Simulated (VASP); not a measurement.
**Ti4C: single point with PBE**

The system is Ti4C, a slab with vacuum.

```
Ti C
1.0
     3.25551    0.00000    0.00000
     0.00000    3.25551    0.00000
     0.00000    0.00000   20.17981
Ti C
4 1
Direct
  0.50000 0.50000 0.19822
  0.00000 0.00000 0.27888
  0.50000 0.50000 0.35519
  0.00000 0.00000 0.43012
  0.25000 0.50000 0.44858
```

| Property | Result |
| --- | --- |
| Program | VASP 6.6.1 |
| Task | single point |
| Functional | PBE |
| Potentials or basis | VASP PAW PBE potentials, release 64 (Ti_sv, C) |
| Cutoff | 520 eV |
| k mesh | 8 × 8 × 1 |
| Occupations | gaussian, width 0.1 eV |
| Spin | no spin polarisation |
| Dipole correction | yes |
| Further INCAR settings | ALGO = Normal; EDIFF = 1e-06; NBANDS = 34 |

```yaml
Largest_force: 3.478 eV/Å
Band_gap_on_the_k_mesh: zero (bands 26 and 27 overlap by 0.53 eV)
```

Forces on the atoms (eV/Å):
```
Ti  -0.073  0.000  0.395
Ti   0.063  0.000 -0.794
Ti   0.267  0.000 -0.979
Ti  -3.203  0.000  1.356
C    2.946  0.000  0.022
```

Levels at points of the mesh, in eV from the Fermi level:
| k point | band 24 | band 25 | band 26 | band 27 | band 28 | band 29 |
| --- | --- | --- | --- | --- | --- | --- |
| (0.00, 0.00, 0.00) | -1.40 | 0.16 | 0.22 | 0.97 | 1.00 | 1.00 |
| (0.50, 0.00, 0.00) | -0.43 | -0.18 | 0.11 | 0.16 | 0.37 | 0.85 |
| (0.00, 0.50, 0.00) | -0.40 | -0.16 | 0.10 | 0.24 | 0.53 | 0.80 |
| (0.50, 0.50, 0.00) | -0.61 | -0.50 | -0.25 | -0.05 | 0.02 | 1.98 |

It took 3.8 min on 1 thread of AMD EPYC 9R45 96-Core Processor (Zen 5), with other jobs on the host, peak memory 0.33 GiB.
